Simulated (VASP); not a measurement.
Runs of VASP 6.6.1 on Br. The structure is that of space group I4/mmm (No. 139), or close to it. The cells are those of the table. 

| cell | further INCAR settings | gap on the mesh (eV) | pressure (GPa) |
| --- | --- | --- | --- |
| a = 4.099 Å, angles 138.7, 138.7, 59.8°, 1 atom | ALGO = Fast; EDIFF = 1e-06; NBANDS = 10 | none | (a) |
| a = 3.987 Å, angles 136.0, 136.0, 63.9°, 1 atom | ALGO = Fast; EDIFF = 1e-06; NBANDS = 10 | none | (b) |
| a = 4.506 Å, angles 144.5, 144.5, 51.1°, 1 atom | ALGO = Fast; EDIFF = 1e-07; NBANDS = 10 | none | 3.6 |
| a = 4.367 Å, angles 142.7, 142.7, 53.8°, 1 atom | ALGO = Fast; EDIFF = 1e-06; NBANDS = 10 | none | 1.5 |
| a = 4.232 Å, angles 140.7, 140.7, 56.7°, 1 atom | ALGO = Fast; EDIFF = 1e-06; NBANDS = 10 | none | -0.2 |
| a = 4.352 Å, angles 143.2, 143.2, 53.0°, 1 atom | ALGO = Fast; EDIFF = 1e-07; NBANDS = 10 | none | (c) |
| a = 4.116 Å, angles 138.2, 138.2, 60.6°, 1 atom | ALGO = Fast; EDIFF = 1e-07; NBANDS = 10 | none | -2.8 |
| a = 4.491 Å, angles 145.0, 145.0, 50.3°, 1 atom | ALGO = Fast; EDIFF = 1e-06; NBANDS = 10 | none | 6.3 |

Alike in all rows: task single point; level PBE+D3(BJ); potentials or basis VASP PAW PBE potentials, release 64 (Br); no spin polarisation; k mesh 22 × 22 × 22; cutoff (eV) 520; smearing gaussian 0.15 eV.

**Question.** Fill in the values left out.

**Answer.** (a) -1.6; (b) -3.5; (c) 3.8.

Caveats: an odd number of electrons without spin polarisation forces a metal; a magnetic or distorted state may lie lower; the stress differs along the axes, from -1 to 6 GPa (at least some runs); the stress differs along the axes, from -6 to 1 GPa (at least some runs); the stress differs along the axes, from -1 to 10 GPa (at least some runs).

A k mesh can miss the band edges, and the runs leave out spin-orbit coupling on Br.

A gap of «none» marks levels without a gap at the run's occupations.
